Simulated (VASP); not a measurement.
# HW12C12O in VASP: a series of runs, part 2 of 2

VASP 6.6.1.

## 3. Single point, PBE+D3(BJ)

The input, INCAR:

```
SYSTEM = HW12C12O
PREC = Accurate
ENCUT = 520
EDIFF = 1E-7
ISMEAR = -1
SIGMA = 0.05
LREAL = Auto
LASPH = .TRUE.
NELM = 80
ALGO = Normal
ISIF = 2
LWAVE = .FALSE.
LCHARG = .TRUE.
GGA = PE
IVDW = 12
LELF = .TRUE.
LVHAR = .TRUE.
NBANDS = 130
```

The input, KPOINTS:

```
Automatic mesh
0
G
  2 2 1
  0 0 0
```

The input, POSCAR:

```
HW12C12O
1.0
    5.7513400000      0.0000000000      0.0000000000
   -2.8756700000      4.9808070000      0.0000000000
    0.0000000000      0.0000000000     21.0428500000
W C O H
12 12 1 1
Direct
    0.0000000000      0.0000000000      0.0475220799
    0.0000789185      0.0018270132      0.1745485996
   -0.0235551554      0.0304368348      0.2980917509
    0.0000057342      0.4999992973      0.0475220799
   -0.0015520391      0.5100980624      0.1780652336
   -0.0048524132      0.5024888537      0.3129091354
    0.5000052162      0.0000000000      0.0475220799
    0.4896634047      0.0007026974      0.1779654372
    0.4948782939      0.0062640452      0.3130279406
    0.4999935631      0.4999992973      0.0475220799
    0.4996845824      0.5017460022      0.1785119411
    0.4920011683      0.5137119346      0.3113789244
    0.3333237845      0.1666597401      0.1144616818
    0.3251251360      0.1759955766      0.2427095189
    0.6994842356      0.1656558867      0.4131854763
    0.3333295187      0.6666590374      0.1144616818
    0.3260559466      0.6747500957      0.2459077549
    0.3177719274      0.4930727089      0.4619431303
    0.8333290007      0.1666597401      0.1144616818
    0.8208373490      0.1840665579      0.2444915969
    0.8580220378      0.1498351572      0.3625839656
    0.8333347349      0.6666590374      0.1144616818
    0.8277955771      0.6811747574      0.2420204488
    0.7965301955      0.5372021040      0.4530660058
    0.4208570367      0.3794565820      0.5159424698
    0.8027587328      0.1301395537      0.7060165329
```

Potentials or basis: VASP PAW PBE potentials, release 64 (W_sv, C, O, H).

Started as:

```bash
cat potpaw_PBE.64/W_sv/POTCAR potpaw_PBE.64/C/POTCAR potpaw_PBE.64/O/POTCAR potpaw_PBE.64/H/POTCAR > POTCAR
mpirun -np 1 vasp_std > vasp.out
```

Run time: 14 min. Hardware: 1 thread of AMD EPYC 9R45 (Zen 5), shared host; peak memory 0.82 GiB.

It converged, with:

```
Free energy                : -256.1882 eV
Largest force              : 9.922 eV/Å
Band gap on the k mesh     : zero (an odd number of electrons rules out a gap without spin polarisation)
Dispersion energy per atom : -0.321 eV
```

Forces on the atoms (eV/Å):
```
W   -0.195  0.125 -0.818
W   -1.158  0.676  1.268
W    8.194 -5.131  2.227
W   -0.010 -0.032 -0.187
W    0.170 -1.050  0.945
W   -1.530  3.176 -0.914
W    0.054  0.016 -0.161
W    1.071  0.667  0.895
W   -2.738 -0.211 -0.379
W   -0.106  0.088 -0.173
W   -0.838  0.505  0.312
W    1.290 -0.637  0.064
C    0.275  0.292 -2.120
C    1.123  0.384  0.679
C   -0.283  3.110 -1.899
C   -0.141  0.032 -1.605
C    0.101 -0.189  0.269
C    6.122 -3.450  6.515
C   -0.742  0.404 -1.635
C   -1.737  0.709 -2.242
C   -3.745  1.414  8.844
C   -0.112 -0.304 -2.087
C    0.056 -1.224  1.050
C   -0.058 -3.130 -1.399
O   -5.063  3.759 -7.454
H    0.000  0.001  0.007
```

Levels at points of the mesh, in eV from the Fermi level:
| k point | band 109 | band 110 | band 111 | band 112 | band 113 | band 114 |
| --- | --- | --- | --- | --- | --- | --- |
| (0.00, 0.00, 0.00) | -0.06 | -0.01 | 0.01 | 0.04 | 0.07 | 0.42 |
| (0.50, 0.00, 0.00) | -1.29 | -0.83 | -0.45 | 0.01 | 0.03 | 0.27 |
| (0.00, 0.50, 0.00) | -1.34 | -1.22 | -0.56 | 0.01 | 0.05 | 0.32 |
| (0.50, 0.50, 0.00) | -1.01 | -0.86 | -0.21 | -0.04 | 0.01 | 0.22 |

Caveat: the k points lie up to 0.63 Å⁻¹ apart, too coarse for converged energies and pressures of a metal; there is no dipole correction, which matters where the two faces differ; spin-orbit coupling is left out, which moves the levels of the heavy elements; an odd number of electrons without spin polarisation forces a metal; a magnetic or distorted state may lie lower.

## 4. Single point, PBE+D3(BJ)

The input, INCAR:

```
  ALGO = Normal
  EDIFF = 1E-6
  ENCUT = 520
  GGA = PE
  ISIF = 2
  ISMEAR = -1
  IVDW = 12
  LASPH = True
  LCHARG = False
  LREAL = Auto
  LWAVE = False
  NBANDS = 130
  NELM = 60
  PREC = Accurate
  SIGMA = 0.05
```

The input, KPOINTS:

```
k-points
0
Gamma
  2 2 1
```

The input, POSCAR:

```
HW12C12O
1.0
    5.7513400000      0.0000000000      0.0000000000
   -2.8756700000      4.9808070000      0.0000000000
    0.0000000000      0.0000000000     21.0428500000
W C O H
12 12 1 1
Direct
    0.0000000000      0.0000000000      0.0475220799
   -0.0076951389      0.0091952971      0.1755085457
    0.0041794652     -0.0040555677      0.3117781099
    0.0000057342      0.4999992973      0.0475220799
   -0.0082811506      0.5076285831      0.1782505697
   -0.0148217277      0.5375634912      0.3119159239
    0.5000052162      0.0000000000      0.0475220799
    0.4922654057      0.0077497482      0.1778989063
    0.4580732392      0.0128091693      0.3097964392
    0.4999935631      0.4999992973      0.0475220799
    0.4939794150      0.5085922823      0.1778894019
    0.4970703179      0.5121660004      0.3104047218
    0.3333237845      0.1666597401      0.1144616818
    0.3273904096      0.1929406219      0.2439498452
    0.8816196461      0.3480560479      0.4131902285
    0.3333295187      0.6666590374      0.1144616818
    0.3273411618      0.6744690168      0.2516484221
    0.3685344943      0.0821955157      0.5892215170
    0.8333290007      0.1666597401      0.1144616818
    0.8233960030      0.1787862890      0.2538106768
    0.9821282909      0.1156439107      0.3969899515
    0.8333347349      0.6666590374      0.1144616818
    0.8128245600      0.6723408476      0.2419063958
    0.7784475784      0.5013846150      0.4510890873
    0.6341732389      0.1860943417      0.5612880385
    1.2773800029     -0.2817615700      0.9090831328
```

Started as:

```bash
cat potpaw_PBE.64/W_sv/POTCAR potpaw_PBE.64/C/POTCAR potpaw_PBE.64/O/POTCAR potpaw_PBE.64/H/POTCAR > POTCAR
mpirun -np 1 vasp_std > vasp.out
```

It took 19 min on 1 thread of Intel Xeon Platinum 8488C (Sapphire Rapids), shared host; peak memory 0.85 GiB.

The run converged. Its results:

```yaml
Free_energy: -260.1429 eV
Largest_force: 12.323 eV/Å
Band_gap_on_the_k_mesh: zero (an odd number of electrons rules out a gap without spin polarisation)
Dispersion_energy_per_atom: -0.316 eV
```

Forces on the atoms (eV/Å):
```
W     0.009  -0.021  -0.531
W     0.344  -0.207   3.152
W    -3.043   1.748  -0.209
W     0.345   0.571  -0.825
W     0.943  -0.790   1.680
W     2.230  -3.348   2.112
W    -0.262  -0.564  -0.859
W     1.036  -0.206   2.010
W     4.527   0.189   1.303
W    -0.507   0.314  -0.105
W    -0.273  -0.082   0.446
W    -0.583  -0.148   1.633
C    -0.262   0.500  -1.794
C     0.049  -0.957   0.203
C    -1.386   0.180   1.641
C    -0.674   0.383  -1.454
C    -0.696   0.304  -1.694
C    10.367   4.361  -4.994
C    -1.252   0.670  -1.543
C    -0.352   0.073  -1.556
C    -4.127   4.139   0.429
C    -0.497   0.034  -1.837
C     0.561   0.447   0.792
C     3.955  -3.234  -4.283
O   -10.380  -4.394   4.981
H    -0.072   0.038   1.303
```

Levels at points of the mesh, in eV from the Fermi level:
| k point | band 108 | band 109 | band 110 | band 111 | band 112 | band 113 | band 114 | band 115 | band 116 | band 117 |
| --- | --- | --- | --- | --- | --- | --- | --- | --- | --- | --- |
| (0.00, 0.00, 0.00) | -0.27 | -0.04 | 0.06 | 0.09 | 0.13 | 0.44 | 0.74 | 0.87 | 0.98 | 1.10 |
| (0.50, 0.00, 0.00) | -1.52 | -1.48 | -1.01 | -0.39 | -0.19 | 0.02 | 0.36 | 0.49 | 0.55 | 0.78 |
| (0.00, 0.50, 0.00) | -1.52 | -1.38 | -1.05 | -0.54 | -0.18 | 0.14 | 0.26 | 0.47 | 0.63 | 0.76 |
| (0.50, 0.50, 0.00) | -1.47 | -1.26 | -0.95 | -0.64 | -0.24 | 0.02 | 0.13 | 0.35 | 0.53 | 0.77 |

Caveat: the k points lie up to 0.63 Å⁻¹ apart, too coarse for converged energies and pressures of a metal; there is no dipole correction, which matters where the two faces differ; spin-orbit coupling is left out, which moves the levels of the heavy elements; an odd number of electrons without spin polarisation forces a metal; a magnetic or distorted state may lie lower.

## 5. The runs side by side

```tsv
cell	gap on the mesh (eV)	largest force (eV/Å)
as given, atomic positions A	none	8.42
as given, atomic positions B	none	9.92
as given, atomic positions C	none	12.32
```

Alike in all rows: task single point; level PBE+D3(BJ); potentials or basis VASP PAW PBE potentials, release 64 (W_sv, C, O, H); no spin polarisation; k mesh 2 × 2 × 1; cutoff (eV) 520; smearing fermi-dirac 0.05 eV.

Caveats: all runs use coarse meshes; there is no dipole correction, which matters where the two faces differ; spin-orbit coupling is left out, which moves the levels of the heavy elements; an odd number of electrons without spin polarisation forces a metal; a magnetic or distorted state may lie lower.

Total energies depend on the potentials used, so only differences within one code and one set of settings carry meaning.
